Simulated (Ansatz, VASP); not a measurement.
Hg: VASP beside Ansatz

Contents of POSCAR:

```
Hg
1.0
    3.2798278146      0.0000000000      0.0000000000
   -1.6399139073      2.8404142075      0.0000000000
    0.0000000000      0.0000000000      5.2442711213
Hg
2
Direct
    0.3333333333      0.6666666667      0.2500000000
    0.6666666667      0.3333333333      0.7500000000
```

INCAR.step1

```
ALGO = Normal ; EDIFF = 1E-4
ENCUT = 520 ; GGA = PE
ISMEAR = -1 ; LASPH = True
LCHARG = False ; LREAL = False
LWAVE = True ; NBANDS = 19
NELM = 60 ; PREC = Accurate
SIGMA = 0.1
```

Contents of INCAR.step2:

```
ALGO = Normal ; EDIFF = 1E-6
ENCUT = 520 ; ISIF = 2
ISMEAR = -1 ; ISTART = 1
LASPH = True ; LCHARG = False
LMIXTAU = True ; LREAL = False
LWAVE = False ; METAGGA = R2SCAN
NBANDS = 19 ; NELM = 60
PREC = Accurate ; SIGMA = 0.1
```

KPOINTS

```
k-points
0
Gamma
  12 12 7
```

Input for Ansatz:

```yaml
crystal:
  lattice:
    - [3.2798278146, 0.0, 0.0]
    - [-1.6399139073, 2.8404142075, 0.0]
    - [0.0, 0.0, 5.2442711213]
  atoms:
    - { symbol: Hg, position: [0.3333333333, 0.6666666667, 0.25] }
    - { symbol: Hg, position: [0.6666666667, 0.3333333333, 0.75] }
hamiltonian:
  xc: r2scan
  pseudopotentials:
    kind: paw
    azcp:
      Hg: "pseudopotentials/Hg.paw.azcp"
basis:
  ecutwfc: 500
  fft_grid_basis: typed
kpoints:
  mp_grid: { grid: [12, 12, 7], shift: [0, 0, 0] }
magnetization:
  spin_polarized: false
scf:
  occupations: { method: fermi_dirac, width: 0.1 }
  lower_state_search: "off"
output:
  stress: true
```

Alike in both runs: task single point; functional r2SCAN; k mesh 12 × 12 × 7; occupations fermi-dirac, width 0.1 eV; no spin polarisation.

```csv
,VASP,Ansatz
version,VASP 6.6.1,Ansatz 0.2.0
potentials or method,"VASP PAW PBE potentials, release 64 (Hg), cutoff 520 eV","plane waves (500 eV) with PAW, scalar-relativistic"
valence electrons in the cell,24,40
```

VASP gave:

```
pressure (GPa)                                                : 3.2
traceless stress, the component that is largest in VASP (GPa) : 0.12
```

Q: Which values does Ansatz return?

A: Pressure (GPa): 2.8; traceless stress, the component that is largest in VASP (GPa): 0.10.

VASP's potentials were made for PBE, not for r2SCAN. VASP's potentials hold 24 valence electrons a cell and Ansatz's 40, so a difference there can come from the potentials and not from the codes.

Neither program's run includes spin-orbit coupling.
